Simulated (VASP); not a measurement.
## HgTe: single point with LDA

Crystal: HgTe.

```
CELL_PARAMETERS angstrom
0.00000 3.24237 3.24237
3.24237 0.00000 3.24237
3.24237 3.24237 0.00000
ATOMIC_POSITIONS crystal
Hg 0.00000 0.00000 0.00000
Te 0.50000 0.50000 0.50000
```

This cell differs from its parent crystal: volume scaled by 1.06.

| Item | Value |
| --- | --- |
| Program | VASP 6.6.1 |
| Task | single point |
| Functional | LDA |
| Potentials or basis | VASP PAW LDA potentials, release 64 (Hg, Te) |
| Cutoff | 520 eV |
| k mesh | 7 × 7 × 7 |
| Occupations | fermi-dirac, width 0.05 eV |
| Spin | no spin polarisation |
| Dipole correction | no |
| Further INCAR settings | ALGO = Normal; EDIFF = 1e-07; NBANDS = 16 |

```json
{"Pressure": "-8.5 GPa", "Band gap on the k mesh": "zero (band 9 reaches 2.48 eV, above the bottom of band 10 at 0.76 eV)"}
```

Levels at points of the mesh, in eV from the Fermi level:
```
           k point  band 7  band 8  band 9  band 10  band 11  band 12
(0.00, 0.00, 0.00)   -1.66   -0.49   -0.49    -0.49     7.20     7.20
```

It took 17 s on 1 thread of Intel(R) Xeon(R) 6975P-C (Granite Rapids), on a shared host, peak memory 0.18 GiB.

Caveat: spin-orbit coupling is left out, which moves the levels of the heavy elements.
